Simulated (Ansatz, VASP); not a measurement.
## MgO in VASP and in Ansatz

```xyz
4
Lattice="3.3078 0.0000 0.0000 -1.6539 2.8646 0.0072 0.0000 0.0125 4.9829" Properties=species:S:1:pos:R:3 pbc="T T T"
Mg    0.0000    1.9098    0.0155
Mg    1.6539    0.9611    2.5046
O     0.0000    1.9148    2.0101
O     1.6539    0.9661    4.4991
```

Change from the starting cell: strain +0.0050 x Voigt [0, 0, 0, 1, 0, 0], atoms carried along.

Alike in both runs: task single point; functional PBE; k mesh 9 × 9 × 6; occupations gaussian, width 0.05 eV; no spin polarisation.

```csv
,VASP,Ansatz
version,VASP 6.6.1,Ansatz 0.2.0
potentials or method,"VASP PAW PBE potentials, release 64 (Mg, O), cutoff 520 eV","scalar-relativistic, plane waves, PAW"
valence electrons in the cell,16,32
```

VASP gave:

```
gap on the k mesh at the Fermi level (eV)                     : 3.46
least direct gap on the mesh (eV)                             : 3.46
pressure (GPa)                                                : 2.9
traceless stress, the component that is largest in VASP (GPa) : -0.37
rms of the force components (eV/Å)                            : 0.012
```

Task: Which values does Ansatz return?

Result: gap on the k mesh at the Fermi level (eV): 3.48; least direct gap on the mesh (eV): 3.48; pressure (GPa): 3.3; traceless stress, the component that is largest in VASP (GPa): -0.37; rms of the force components (eV/Å): 0.012.

Atom by atom the forces differ by 0.000 eV/Å (rms over components). VASP's potentials hold 16 valence electrons a cell and Ansatz's 32, so a difference there can come from the potentials and not from the codes.
